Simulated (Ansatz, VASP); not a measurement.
**Mg: VASP beside Ansatz**

The input INCAR:

```
  ALGO = Normal
  EDIFF = 1E-6
  ENCUT = 520
  ISIF = 2
  ISMEAR = 1
  LASPH = True
  LCHARG = False
  LREAL = False
  LWAVE = False
  NBANDS = 9
  NELM = 100
  PREC = Accurate
  SIGMA = 0.1
```

KPOINTS

```
k-points
0
Gamma
  12 12 6
```

Contents of POSCAR:

```
Mg
1.0
    3.1325008903      0.0000000000      0.0000000000
   -1.5662504451      2.7128253484      0.0000000000
    0.0000000000      0.0000000000      5.0848940941
Mg
2
Direct
    0.3333333333      0.6666666667      0.2500000000
    0.6666666667      0.3333333333      0.7500000000
```

Input for Ansatz:

```yaml
crystal:
  lattice:
    - [3.1325008903, 0.0, 0.0]
    - [-1.5662504451, 2.7128253484, 0.0]
    - [0.0, 0.0, 5.0848940941]
  atoms:
    - { symbol: Mg, position: [0.3333333333, 0.6666666667, 0.25] }
    - { symbol: Mg, position: [0.6666666667, 0.3333333333, 0.75] }
hamiltonian:
  xc: lda
  pseudopotentials:
    kind: paw
    azcp:
      Mg: "pseudopotentials/Mg.paw.azcp"
basis:
  ecutwfc: 420
  fft_grid_basis: typed
kpoints:
  mp_grid: { grid: [12, 12, 6], shift: [0, 0, 0] }
magnetization:
  spin_polarized: false
scf:
  occupations: { method: cold, width: 0.1 }
  lower_state_search: "off"
output:
  stress: true
```

Alike in both runs: task single point; functional LDA; k mesh 12 × 12 × 6; no spin polarisation.

```csv
,VASP,Ansatz
version,VASP 6.6.1,Ansatz 0.2.0
potentials or method,"VASP PAW LDA potentials, release 64 (Mg), cutoff 520 eV","plane waves (420 eV) with PAW, scalar-relativistic"
occupations,"methfessel-paxton of order 1, width 0.1 eV","cold, width 0.1 eV"
valence electrons in the cell,4,20
```

|  | VASP | Ansatz | Ansatz less VASP |
| --- | --- | --- | --- |
| pressure (GPa) | -0.3 | 0.0 | +0.34 |
| traceless stress, the component that is largest in VASP (GPa) | -0.59 | -0.55 | +0.044 |

Ansatz warns that its potentials were made for another functional, while VASP's fit it. LDA's correlation is that of Perdew and Zunger in VASP and of Perdew and Wang (1992) in Ansatz. VASP's potentials hold 4 valence electrons a cell and Ansatz's 20, so a difference there can come from the potentials and not from the codes.
